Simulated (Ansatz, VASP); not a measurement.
**Hg: VASP beside Ansatz**

```
Hg
1.0
    -1.77789    1.77789    1.77789
     1.77789   -1.77789    1.77789
     1.77789    1.77789   -1.77789
Hg
1
Direct
  0.00000 0.00000 0.00000
```

Alike in both runs: functional LDA; k mesh 15 × 15 × 15; occupations fermi-dirac, width 0.1 eV; no spin polarisation.

Ansatz relaxed the structure, and its values are those at the end. VASP's run is a single point on that final structure, the one shown.

|  | VASP | Ansatz |
| --- | --- | --- |
| version | VASP 6.6.1 | Ansatz 0.2.0 |
| potentials or method | VASP PAW LDA potentials, release 64 (Hg) | PAW with Ansatz's default frozen-core files, scalar-relativistic |
| plane-wave cutoff (eV) | 520 | 420 |
| valence electrons in the cell | 12 | 20 |

```csv
,VASP,Ansatz,Ansatz less VASP
pressure (GPa),0.6,0.0,-0.59
```

LDA's correlation is that of Perdew and Zunger in VASP and of Perdew and Wang (1992) in Ansatz. VASP's potentials hold 12 valence electrons a cell and Ansatz's 20, so a difference there can come from the potentials and not from the codes.

Neither program's run includes spin-orbit coupling.
